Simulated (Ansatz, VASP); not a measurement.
# CdS in VASP and in Ansatz

File POSCAR:

```
CdS
1.0
    0.0000000000      2.9165000000      2.9165000000
    2.9165000000      0.0000000000      2.9165000000
    2.9165000000      2.9165000000      0.0000000000
Cd S
1 1
Direct
    0.0000000000      0.0000000000      0.0000000000
    0.7500000000      0.7500000000      0.7500000000
```

File INCAR.step1:

```
  PREC = Accurate
  ENCUT = 520
  EDIFF = 1E-5
  ISMEAR = -1
  SIGMA = 0.05
  LREAL = F
  LASPH = T
  NELM = 80
  ALGO = Normal
  ISIF = 2
  LWAVE = T
  LCHARG = F
  GGA = PE
  NBANDS = 16
```

File INCAR.step2:

```
  PREC = Accurate
  ENCUT = 520
  EDIFF = 1E-6
  ISMEAR = -1
  SIGMA = 0.05
  LREAL = F
  LASPH = T
  NELM = 80
  ALGO = Normal
  ISIF = 2
  LWAVE = F
  LCHARG = F
  GGA = PE
  LHFCALC = T
  AEXX = 0.2
  HFSCREEN = 0.2
  PRECFOCK = Normal
  ISTART = 1
  NBANDS = 16
```

KPOINTS

```
regular mesh
0
Gamma
  4 4 4
```

Contents of input.yaml:

```yaml
crystal:
  lattice:
    - [0.0, 2.9165, 2.9165]
    - [2.9165, 0.0, 2.9165]
    - [2.9165, 2.9165, 0.0]
  atoms:
    - { symbol: Cd, position: [0.0, 0.0, 0.0] }
    - { symbol: S, position: [0.75, 0.75, 0.75] }
hamiltonian:
  xc: { exchange: pbe, correlation: pbe, exx: { coeff: 0.2, omega: 0.2 } }
  pseudopotentials: { kind: paw }
kpoints:
  mp_grid: { grid: [4, 4, 4] }
scf:
  occupations: { method: fermi_dirac, width: 0.05 }
output:
  forces: true
  stress: true
  eigenvalues: true
```

Alike in both runs: task single point; functional PBE-based screened hybrid; k mesh 4 × 4 × 4; occupations fermi-dirac, width 0.05 eV; no spin polarisation.

|  | VASP | Ansatz |
| --- | --- | --- |
| version | VASP 6.6.1 | Ansatz 0.2.0 |
| potentials or method | VASP PAW PBE potentials, release 64 (Cd, S) | Ansatz PAW |
| plane-wave cutoff (eV) | 520 | 420 |
| valence electrons in the cell | 18 | 26 |

Ansatz gave:

```
gap on the k mesh at the Fermi level (eV) : 1.98
least direct gap on the mesh (eV)         : 1.98
pressure (GPa)                            : 2.1
```

Question: What did VASP give for the same quantities?

Answer: gap on the k mesh at the Fermi level (eV): 1.98; least direct gap on the mesh (eV): 1.98; pressure (GPa): 2.4.

VASP's potentials were made for PBE, not for PBE-based screened hybrid. The functional is the same, so the differences come from potentials, cutoffs and numerics. VASP's potentials hold 18 valence electrons a cell and Ansatz's 26, so a difference there can come from the potentials and not from the codes.

The k mesh is coarse, so the values compare programs but aren't converged.
